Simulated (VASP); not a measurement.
**SnSe: single point with LDA**

The system is SnSe.

```
Sn Se
1.0
     0.00000    3.01000    3.01000
     3.01000    0.00000    3.01000
     3.01000    3.01000    0.00000
Sn Se
1 1
Direct
  0.00000 0.00000 0.00000
  0.50000 0.50000 0.50000
```

```
Program                : VASP 6.6.1
Task                   : single point
Functional             : LDA
Potentials or basis    : VASP PAW LDA potentials, release 64 (Sn_d, Se)
Cutoff                 : 520 eV
k mesh                 : 8 × 8 × 8
Occupations            : fermi-dirac, width 0.05 eV
Spin                   : no spin polarisation
Dipole correction      : no
Further INCAR settings : ALGO = Normal; EDIFF = 1e-07; NBANDS = 17
```

```yaml
Pressure: -3.3 GPa
Band_gap_on_the_k_mesh: 0.63 eV, direct
```

Levels at points of the mesh, in eV from the valence-band top:
```tsv
k point	band 8	band 9	band 10	band 11	band 12	band 13
(0.00, 0.00, 0.00)	-2.07	-2.07	-2.07	4.32	4.32	4.32
(0.50, 0.00, 0.00)	-1.81	-1.81	0.00	0.63	1.28	1.28
(0.50, 0.50, 0.00)	-5.37	-3.53	-3.53	3.08	5.35	5.35
```

Run time: 27 s on 1 thread of Intel Xeon 8259CL, with other jobs on the host, peak memory 0.17 GiB.

Caveat: spin-orbit coupling is left out, which moves the levels of the heavy elements. A k mesh can miss the band edges.
